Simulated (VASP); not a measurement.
# MgO (Immm) in VASP: further runs, part 2 of 2

VASP 6.6.1. The steps go on from the part before.

## 4. Single point, PBE (strain +0.0375 x Voigt [0, 0, 0, 0, 0, 1])

File INCAR:

```
PREC = Accurate
ENCUT = 520
EDIFF = 1E-7
ISMEAR = 0
SIGMA = 0.05
LREAL = F
LASPH = T
NELM = 100
ALGO = Normal
ISIF = 2
LWAVE = F
LCHARG = F
GGA = PE
NBANDS = 11
```

File KPOINTS:

```
regular mesh
0
Gamma
  10 10 10
```

File POSCAR:

```
MgO
1.0
    0.0400340625      2.1351500000      2.1351500000
    2.1351500000      0.0400340625      2.1351500000
    2.1751840625      2.1751840625      0.0000000000
Mg O
1 1
Direct
    0.0000000000      0.0000000000      0.0000000000
    0.5000000000      0.5000000000      0.5000000000
```

Potentials or basis: VASP PAW PBE potentials, release 64 (Mg, O).

Run with:

```
$ cat potpaw_PBE.64/Mg/POTCAR potpaw_PBE.64/O/POTCAR > POTCAR
$ mpirun -np 1 vasp_std > vasp.out
```

OUTCAR:

```text
PREC = Accurate
   ENCUT = 520
   EDIFF = 1E-7
   ISMEAR = 0
   LREAL = F
   LASPH = T
   NELM = 100
   ISIF = 2
   GGA = PE

 ion  position               nearest neighbor table
   1  0.000  0.000  0.000-   2 2.14   2 2.14   2 2.14   2 2.14   2 2.14   2 2.14
   2  0.500  0.500  0.500-   1 2.14   1 2.14   1 2.14   1 2.14   1 2.14   1 2.14

  LATTYP: Found a body centered orthorhombic cell.
 ALAT       =     2.9629413736
 B/A-ratio  =     1.0382165605
 C/A-ratio  =     1.4412367515

  Lattice vectors:

 A1 = (   2.1351500000,   0.0400340625,  -2.1351500000)
 A2 = (  -2.1351500000,  -0.0400340625,  -2.1351500000)
 A3 = (   0.0400340625,   2.1351500000,   2.1351500000)

Analysis of symmetry for initial positions (statically):
=====================================================================
 Subroutine PRICEL returns:
 Original cell was already a primitive cell.

 Routine SETGRP: Setting up the symmetry group for a
 body centered orthorhombic supercell.

 Subroutine GETGRP returns: Found  8 space group operations
 (whereof  8 operations were pure point group operations)
 out of a pool of  8 trial point group operations.

The static configuration has the point symmetry D_2h.

Analysis of symmetry for dynamics (positions and initial velocities):
=====================================================================
 Subroutine PRICEL returns:
 Original cell was already a primitive cell.

 Routine SETGRP: Setting up the symmetry group for a
 body centered orthorhombic supercell.

 Subroutine GETGRP returns: Found  8 space group operations
 (whereof  8 operations were pure point group operations)
 out of a pool of  8 trial point group operations.

The dynamic configuration has the point symmetry D_2h.

 Subroutine INISYM returns: Found  8 space group operations
 (whereof  8 operations are pure point group operations),
 and found     1 'primitive' translations

[... 121 lines left out ...]
   AEXX    =    0.0000 exact exchange contribution
   IVDW    =     0    specifies the selected vdW correction
   LEPSILON=     F    determine dielectric tensor
   LRPA    =     F    only Hartree local field effects (RPA)
 non-spin polarized calculation
 Gauss-broadening in eV      SIGMA  =   0.05
  energy-cutoff  :      520.00
  volume of cell :       19.46
 maximum number of plane-waves:       541
   NGX = 11   NGY = 11   NGZ = 11

 number of electron       8.0000002 magnetization

 Free energy of the ion-electron system (eV)
  ---------------------------------------------------
  ext. energy  EPLUGINS =         0.00000000
  ---------------------------------------------------
  free energy    TOTEN  =       -11.89781462 eV

  energy without entropy =      -11.89781462  energy(sigma->0) =      -11.89781462

 E-fermi :   3.3563     XC(G=0): -10.8875

 val. band max:        3.0310915080   @ k =   0.0000   0.0000   0.0000
 cond. band min:       7.2128656051   @ k =   0.0000   0.0000   0.0000
 fundamental gap:      4.1817740971
 Fermi energy:         3.3563134747

 k-point     1 :       0.0000    0.0000    0.0000
  band No.  band energies     occupation
      1     -14.1685      2.00000
      2       2.7583      2.00000
      3       2.8863      2.00000
      4       3.0311      2.00000
      5       7.2129      0.00000
      6      17.9343      0.00000
      7      18.4753      0.00000
      8      18.9992      0.00000
      9      22.2346      0.00000
     10      23.9981      0.00000
     11      24.0215      0.00000
[... 309 lines left out ...]
 k-point    24 :       0.4000    0.3000    0.0000
  band No.  band energies     occupation
      1     -13.0187      2.00000
      2      -0.5402      2.00000
      3       1.6564      2.00000
      4       1.8205      2.00000
      5      11.8449      0.00000
      6      13.1674      0.00000
      7      16.0673      0.00000
      8      20.1554      0.00000
      9      21.1217      0.00000
     10      27.2246      0.00000
     11      29.0593      0.00000

 [... further k-points ...]

------------------------ aborting loop because EDIFF is reached ----------------------------------------

  FORCE on cell =-STRESS in cart. coord.  units (eV):
  Direction    XX          YY          ZZ          XY          YZ          ZX
  --------------------------------------------------------------------------------------
  -------------------------------------------------------------------------------------
  Total       -0.2749860     -0.2749860     -0.3095148     -0.6412749      0.0000000      0.0000000
  in kB      -22.6390730    -22.6390730    -25.4817660    -52.7949455      0.0000000      0.0000000
  external PRESSURE =     -23.5866373 kB  Pullay stress =       0.0000000 kB

 VOLUME and BASIS-vectors are now :
 -----------------------------------------------------------------------------
  energy-cutoff  :      520.00
  volume of cell :       19.46
      direct lattice vectors                 reciprocal lattice vectors
     0.040034063  2.135150000  2.135150000    -0.238650278  0.238650278  0.234175585
     2.135150000  0.040034063  2.135150000     0.238650278 -0.238650278  0.234175585
     2.175184063  2.175184063  0.000000000     0.229865605  0.229865605 -0.234175585

 POSITION                                       TOTAL-FORCE (eV/Angst)
 -----------------------------------------------------------------------------------
      0.00000      0.00000      0.00000         0.000000     -0.000000      0.000000
      2.17518      2.17518      2.13515        -0.000000      0.000000     -0.000000
 -----------------------------------------------------------------------------------
    total drift:                               -0.000000     -0.000000      0.000000

  FREE ENERGIE OF THE ION-ELECTRON SYSTEM (eV)
  ---------------------------------------------------
  free  energy   TOTEN  =       -11.8978146224 eV

  energy  without entropy=      -11.8978146224  energy(sigma->0) =      -11.89781462
```

OSZICAR:

```text
N       E                     dE             d eps       ncg     rms          rms(c)
DAV:   1     0.130004546643E+02    0.13000E+02   -0.47073E+03  4330   0.652E+02
DAV:   2    -0.129190860204E+02   -0.25920E+02   -0.25417E+02  4345   0.133E+02
DAV:   3    -0.134544973841E+02   -0.53541E+00   -0.53508E+00  4535   0.167E+01
DAV:   4    -0.134557609216E+02   -0.12635E-02   -0.12635E-02  4128   0.934E-01
DAV:   5    -0.134557651859E+02   -0.42643E-05   -0.42643E-05  4407   0.534E-02    0.719E+00
DAV:   6    -0.119184552921E+02    0.15373E+01   -0.91000E+00  3957   0.163E+01    0.229E+00
DAV:   7    -0.119041961591E+02    0.14259E-01   -0.66871E-02  4176   0.220E+00    0.135E+00
DAV:   8    -0.118983035096E+02    0.58926E-02   -0.31322E-02  3969   0.196E+00    0.259E-01
DAV:   9    -0.118978442347E+02    0.45927E-03   -0.70486E-04  4320   0.184E-01    0.142E-01
DAV:  10    -0.118978130674E+02    0.31167E-04   -0.55906E-04  4158   0.175E-01    0.820E-03
DAV:  11    -0.118978149565E+02   -0.18890E-05   -0.33603E-06  4398   0.144E-02    0.608E-03
DAV:  12    -0.118978146396E+02    0.31683E-06   -0.70507E-07  4242   0.626E-03    0.755E-04
DAV:  13    -0.118978146224E+02    0.17179E-07   -0.88188E-08  2274   0.172E-03
   1 F= -.11897815E+02 E0= -.11897815E+02  d E =-.119229E-22
```

It took 19 s on 1 thread of Intel Xeon 6975P-C, shared host; peak memory 0.17 GiB.

Results:

| Quantity | Value |
| --- | --- |
| Free energy | -11.8978 eV |
| Pressure | -2.4 GPa |
| Band gap on the k mesh | 4.18 eV, direct |

Levels at points of the mesh, in eV from the valence-band top:
```csv
k point,band 2,band 3,band 4,band 5,band 6,band 7
"(0.00, 0.00, 0.00)",-0.27,-0.14,0.00,4.18,14.90,15.44
"(0.50, 0.00, 0.00)",-4.51,-0.89,-0.76,7.37,12.19,15.33
"(0.50, 0.50, 0.00)",-4.06,-1.65,-1.21,8.66,9.67,12.52
"(0.00, 0.00, 0.50)",-4.65,-0.75,-0.59,7.61,11.79,15.85
"(0.50, 0.00, 0.50)",-4.06,-1.43,-1.43,8.93,9.39,12.50
```

Caveat: the cell differs from its parent crystal (strain +0.0375 x Voigt [0, 0, 0, 0, 0, 1]).

## 5. Single point, PBE (strain +0.0125 x Voigt [0, 0, 0, 0, 0, 1])

File INCAR:

```
ALGO = Normal ; EDIFF = 1E-6
ENCUT = 520 ; GGA = PE
ISIF = 2 ; ISMEAR = 0
LASPH = True ; LCHARG = True
LELF = True ; LREAL = False
LVHAR = True ; LWAVE = False
NBANDS = 11 ; NELM = 60
PREC = Accurate ; SIGMA = 0.05
```

File KPOINTS:

```
k-points
0
Gamma
  10 10 10
```

File POSCAR:

```
MgO
1.0
    0.0133446875      2.1351500000      2.1351500000
    2.1351500000      0.0133446875      2.1351500000
    2.1484946875      2.1484946875      0.0000000000
Mg O
1 1
Direct
    0.0000000000      0.0000000000      0.0000000000
    0.5000000000      0.5000000000      0.5000000000
```

Run with:

```
$ cat potpaw_PBE.64/Mg/POTCAR potpaw_PBE.64/O/POTCAR > POTCAR
$ mpirun -np 1 vasp_std > vasp.out
```

Run time: 18 s. Hardware: 1 thread of Intel Xeon 6975P-C, shared host; peak memory 0.17 GiB.

The run converged. Its results:

```
Free energy            : -11.9084 eV
Pressure               : -2.4 GPa
Band gap on the k mesh : 4.29 eV, direct
```

Stress tensor (GPa, compression positive):
```
-2.42 -1.76  0.00
-1.76 -2.42  0.00
 0.00  0.00 -2.46
```

Levels at points of the mesh, in eV from the valence-band top:
```csv
k point,band 1,band 2,band 3,band 4,band 5,band 6,band 7,band 8,band 9
"(0.00, 0.00, 0.00)",-17.10,-0.09,-0.05,0.00,4.29,15.34,15.52,15.70,19.33
"(0.50, 0.00, 0.00)",-15.91,-4.46,-0.70,-0.66,7.55,12.16,15.70,15.81,20.17
"(0.50, 0.50, 0.00)",-15.68,-3.96,-1.41,-1.26,8.98,9.53,12.62,18.18,18.43
"(0.00, 0.00, 0.50)",-15.93,-4.51,-0.65,-0.60,7.63,12.03,15.87,15.99,20.29
"(0.50, 0.00, 0.50)",-15.68,-3.96,-1.34,-1.34,9.02,9.48,12.62,18.31,18.31
```

Caveat: the cell differs from its parent crystal (strain +0.0125 x Voigt [0, 0, 0, 0, 0, 1]).

## 6. The runs side by side

| cell | gap on the mesh (eV) | pressure (GPa) |
| --- | --- | --- |
| a = 3.020, b = 3.020, c = 3.057 Å, angles 59.6, 59.6, 59.2°, 2 atoms | 4.24 | -2.4 |
| a = 3.020, b = 3.020, c = 3.114 Å, angles 59.0, 59.0, 57.9°, 2 atoms | 4.06 | -2.3 |
| a = 3.020, b = 3.020, c = 3.076 Å, angles 59.4, 59.4, 58.8°, 2 atoms | 4.18 | -2.4 |
| a = 3.020, b = 3.020, c = 3.038 Å, angles 59.8, 59.8, 59.6°, 2 atoms | 4.29 | -2.4 |

Alike in all rows: task single point; level PBE; potentials or basis VASP PAW PBE potentials, release 64 (Mg, O); no spin polarisation; k mesh 10 × 10 × 10; cutoff (eV) 520; smearing gaussian 0.05 eV.

Absolute energies hang on the potentials; compare differences alone.
